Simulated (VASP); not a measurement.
# Be3Se4 (I-42m) in VASP: notebook, part 2 of 2

VASP 6.6.1.

### Step 4. Relaxation of cell and atoms, PBE

This run uses another cell than the first one, of 18.29 Å³/atom.

INCAR reads:

```
SYSTEM = Be3Se4
ALGO = Normal
EDIFF = 1E-7
EDIFFG = -0.08
ENCUT = 600
GGA = PE
IBRION = 2
ISIF = 3
ISMEAR = 0
LASPH = .TRUE.
LCHARG = .FALSE.
LREAL = .FALSE.
LWAVE = .FALSE.
NELM = 100
NSW = 36
PREC = Accurate
SIGMA = 0.2
```

KPOINTS reads:

```
k-points
0
G
  5 5 5
  0 0 0
```

POSCAR reads:

```
Be3Se4
1.0
   -2.5200000000      2.5200000000      5.0400000000
    2.5200000000     -2.5200000000      5.0400000000
    2.5200000000      2.5200000000     -5.0400000000
Be Se
3 4
Direct
    0.2500000000      0.7500000000      0.5000000000
    0.7500000000      0.2500000000      0.5000000000
    0.5000000000      0.5000000000      0.0000000000
    0.3730000000      0.8830000000      0.0000000000
    0.8830000000      0.3730000000      0.0000000000
    0.1170000000      0.1170000000      0.4900000000
    0.6270000000      0.6270000000      0.5100000000
```

Potentials or basis: VASP PAW PBE potentials, release 64 (Be, Se).

Launch:

```console
$ cat potpaw_PBE.64/Be/POTCAR potpaw_PBE.64/Se/POTCAR > POTCAR
$ mpirun -np 1 vasp_std > vasp.out
```

OUTCAR:

```text
SYSTEM = Be3Se4
   EDIFF = 1E-7
   EDIFFG = -0.08
   ENCUT = 600
   GGA = PE
   IBRION = 2
   ISIF = 3
   ISMEAR = 0
   LASPH = .TRUE.
   LREAL = .FALSE.
   NELM = 100
   NSW = 36
   PREC = Accurate

 ion  position               nearest neighbor table
   1  0.250  0.750  0.500-   6 2.17   4 2.17   5 2.17   7 2.17
   2  0.750  0.250  0.500-   6 2.17   5 2.17   4 2.17   7 2.17
   3  0.500  0.500  0.000-   7 2.23   4 2.23   5 2.23   6 2.23
   4  0.373  0.883  0.000-   2 2.17   1 2.17   3 2.23
   5  0.883  0.373  0.000-   1 2.17   2 2.17   3 2.23
   6  0.117  0.117  0.490-   1 2.17   2 2.17   3 2.23
   7  0.627  0.627  0.510-   1 2.17   2 2.17   3 2.23

  LATTYP: Found a body centered tetragonal cell.
 ALAT       =     5.0400000000
 C/A-ratio  =     2.0000000000

  Lattice vectors:

 A1 = (  -2.5200000000,   2.5200000000,   5.0400000000)
 A2 = (   2.5200000000,  -2.5200000000,   5.0400000000)
 A3 = (   2.5200000000,   2.5200000000,  -5.0400000000)

Analysis of symmetry for initial positions (statically):
=====================================================================
 Subroutine PRICEL returns:
 Original cell was already a primitive cell.

[... 160 lines left out ...]
 maximum number of plane-waves:      4325
 NGX is ok and might be reduce to    50
   NGX = 25   NGY = 25   NGZ = 25

--------------------------------------- Ionic step        1  -------------------------------------------

 number of electron      30.0000000 magnetization

 Free energy of the ion-electron system (eV)
  ---------------------------------------------------
  ext. energy  EPLUGINS =         0.00000000
  ---------------------------------------------------
  free energy    TOTEN  =       -28.32630472 eV

  energy without entropy =      -28.23357403  energy(sigma->0) =      -28.27993937

------------------------ aborting loop because EDIFF is reached ----------------------------------------

  FORCE on cell =-STRESS in cart. coord.  units (eV):
  Direction    XX          YY          ZZ          XY          YZ          ZX
  --------------------------------------------------------------------------------------
  -------------------------------------------------------------------------------------
  Total        1.8545568      1.8545568      4.0092432      0.0000000     -0.0000000      0.0000000
  in kB       23.2091432     23.2091432     50.1743055      0.0000000     -0.0000000      0.0000000
  external PRESSURE =      32.1975306 kB  Pullay stress =       0.0000000 kB
[... 315 lines left out ...]
--------------------------------------- Ionic step        9  -------------------------------------------

 number of electron      30.0000000 magnetization

 Free energy of the ion-electron system (eV)
  ---------------------------------------------------
  ext. energy  EPLUGINS =         0.00000000
  ---------------------------------------------------
  free energy    TOTEN  =       -28.51045720 eV

  energy without entropy =      -28.44899237  energy(sigma->0) =      -28.47972478

 E-fermi :   2.5636     XC(G=0):  -9.1898

 val. band max:        2.4529708309   @ k =  -0.2000  -0.4000   0.2000
 cond. band min:       2.6109427311   @ k =  -0.4000   0.4000   0.2000
 fundamental gap:      0.1579719001
 Fermi energy:         2.5635927149

 k-point     1 :       0.0000    0.0000    0.0000
  band No.  band energies     occupation
      1     -10.9850      2.00000
      2      -9.5215      2.00000
      3      -9.0268      2.00000
      4      -9.0268      2.00000
      5      -2.5656      2.00000
      6      -1.7350      2.00000
[... 419 lines left out ...]
  FREE ENERGIE OF THE ION-ELECTRON SYSTEM (eV)
  ---------------------------------------------------
  free  energy   TOTEN  =       -28.5104572005 eV

  energy  without entropy=      -28.4489923676  energy(sigma->0) =      -28.47972478

 reached required accuracy - stopping structural energy minimisation
```

OSZICAR:

```text
N       E                     dE             d eps       ncg     rms          rms(c)
DAV:   1     0.156607398535E+03    0.15661E+03   -0.13581E+04   684   0.150E+03
DAV:   2    -0.167342432674E+02   -0.17334E+03   -0.16975E+03   952   0.230E+02
DAV:   3    -0.286111925526E+02   -0.11877E+02   -0.11704E+02   856   0.682E+01
[... 90 lines left out ...]
DAV:   5    -0.285104341800E+02   -0.56889E-04   -0.44007E-04   852   0.122E-01    0.449E-02
DAV:   6    -0.285104550725E+02   -0.20892E-04   -0.29711E-05   791   0.329E-02    0.116E-02
DAV:   7    -0.285104569169E+02   -0.18445E-05   -0.52261E-06   765   0.144E-02    0.291E-03
DAV:   8    -0.285104571634E+02   -0.24647E-06   -0.76099E-07   783   0.589E-03    0.195E-03
DAV:   9    -0.285104572005E+02   -0.37073E-07   -0.10375E-07   474   0.208E-03
   9 F= -.28510457E+02 E0= -.28479725E+02  d E =-.496819E-01
```

CONTCAR:

```text
Be3Se4
   1.00000000000000
    -2.4663915979235909    2.4663915979235909    5.5364666109376657
     2.4663915979235909   -2.4663915979235909    5.5364666109376657
     2.4663915979235909    2.4663915979235909   -5.5364666109376657
  Be              Se
     3     4
Direct
     0.2500000000000000    0.7500000000000000    0.5000000000000000
     0.7500000000000000    0.2500000000000000    0.5000000000000000
     0.5000000000000000    0.5000000000000000    0.0000000000000000
     0.3796963068761169    0.8762023467645708    0.0000000000000000
     0.8762023467645708    0.3796963068761169    0.0000000000000000
     0.1237976532354293    0.1237976532354293    0.5034939601115533
     0.6203036931238830    0.6203036931238830    0.4965060398884467

  0.00000000E+00  0.00000000E+00  0.00000000E+00
  0.00000000E+00  0.00000000E+00  0.00000000E+00
  0.00000000E+00  0.00000000E+00  0.00000000E+00
  0.00000000E+00  0.00000000E+00  0.00000000E+00
  0.00000000E+00  0.00000000E+00  0.00000000E+00
  0.00000000E+00  0.00000000E+00  0.00000000E+00
  0.00000000E+00  0.00000000E+00  0.00000000E+00
```

Run time: 8.9 min. Hardware: 1 thread of Intel Xeon Platinum 8488C (Sapphire Rapids), shared host; peak memory 0.39 GiB.

What came out:

```yaml
Free_energy: -28.5105 eV
Relaxed_volume: 19.25 Å³/atom
Relaxed_cell: a = 6.544 Å, b = 6.544 Å, c = 6.544 Å, α = 135.71°, β = 135.71°, γ = 64.42°
Space_group_after_relaxing_to_0.1_Å: I-42m (No. 121)
Energy_gained_by_relaxing: 26.3 meV/atom
Ionic_steps: 9
Pressure_after_relaxing: 0.1 GPa
Largest_force_after_relaxing: 0.036 eV/Å
Band_gap_on_the_k_mesh: zero (bands 15 and 16 overlap by 1.01 eV)
```

Forces on the atoms (eV/Å):
```
Be   0.000  0.000  0.000
Be   0.000  0.000  0.000
Be   0.000  0.000  0.000
Se  -0.012  0.012  0.032
Se   0.012 -0.012  0.032
Se   0.012  0.012 -0.032
Se  -0.012 -0.012 -0.032
```

Stress tensor (GPa, compression positive):
```
0.02 0.00 0.00
0.00 0.02 0.00
0.00 0.00 0.13
```

The path:
| step | energy change (eV) | largest force (eV/Å) | pressure (GPa) | volume (Å³) |
| --- | --- | --- | --- | --- |
| 1 | 0.0000 | 0.6153 | 3.22 | 128.02 |
| 2 | -0.1085 | 0.1915 | -0.74 | 134.95 |
| 3 | -0.1087 | 0.1956 | -0.61 | 134.69 |
| 4 | -0.1264 | 0.1014 | -0.25 | 133.96 |
| 5 | -0.1345 | 0.1622 | 0.21 | 133.07 |
| 6 | -0.1450 | 0.1508 | 0.19 | 133.35 |
| 7 | -0.1713 | 0.1036 | 0.11 | 134.12 |
| 8 | -0.1742 | 0.0579 | 0.02 | 135.35 |
| 9 | -0.1842 | 0.0359 | 0.06 | 134.72 |

Final structure:
```cif
data_structure
_symmetry_space_group_name_H-M 'P 1'
_symmetry_Int_Tables_number 1
_cell_length_a 6.5436
_cell_length_b 6.5436
_cell_length_c 6.5436
_cell_angle_alpha 135.714
_cell_angle_beta 135.714
_cell_angle_gamma 64.422
_cell_volume 134.72
loop_
_atom_site_label
_atom_site_type_symbol
_atom_site_fract_x
_atom_site_fract_y
_atom_site_fract_z
_atom_site_occupancy
Be1 Be 0.25000 0.75000 0.50000 1
Be2 Be 0.75000 0.25000 0.50000 1
Be3 Be 0.50000 0.50000 0.00000 1
Se1 Se 0.37970 0.87620 0.00000 1
Se2 Se 0.87620 0.37970 0.00000 1
Se3 Se 0.12380 0.12380 0.50349 1
Se4 Se 0.62030 0.62030 0.49651 1
```

Caveat: the relaxation stopped at a loose force limit of 0.08 eV/Å, so its end isn't a converged minimum.

### Step 5. Summary

| task | cell | k mesh | cutoff (eV) | smearing | gap on the mesh (eV) | pressure (GPa) | relaxed volume (Å³/atom) | largest force (eV/Å) |
| --- | --- | --- | --- | --- | --- | --- | --- | --- |
| relaxation of cell and atoms | relaxed from a = 6.569 Å, angles 135.9, 135.9, 64.2°, 7 atoms, atomic positions A | 10 × 10 × 10 | 600 | gaussian 0.1 eV | none | 0.0 | 19.34 | 0.01 |
| single point | a = 6.569 Å, angles 135.9, 135.9, 64.2°, 7 atoms, atomic positions A | 5 × 5 × 5 | 520 | gaussian 0.2 eV | none | 0.1 | - | 0.02 |
| relaxation of cell and atoms | relaxed from a = 6.173 Å, angles 131.8, 131.8, 70.5°, 7 atoms, atomic positions B | 5 × 5 × 5 | 600 | gaussian 0.2 eV | none | 0.1 | 19.25 | 0.04 |

Alike in all rows: level PBE; potentials or basis VASP PAW PBE potentials, release 64 (Be, Se); no spin polarisation.

Caveats: the relaxation stopped at a loose force limit of 0.08 eV/Å, so its end isn't a converged minimum (at least some runs).

Total energies depend on the potentials used, so only differences within one code and one set of settings carry meaning.
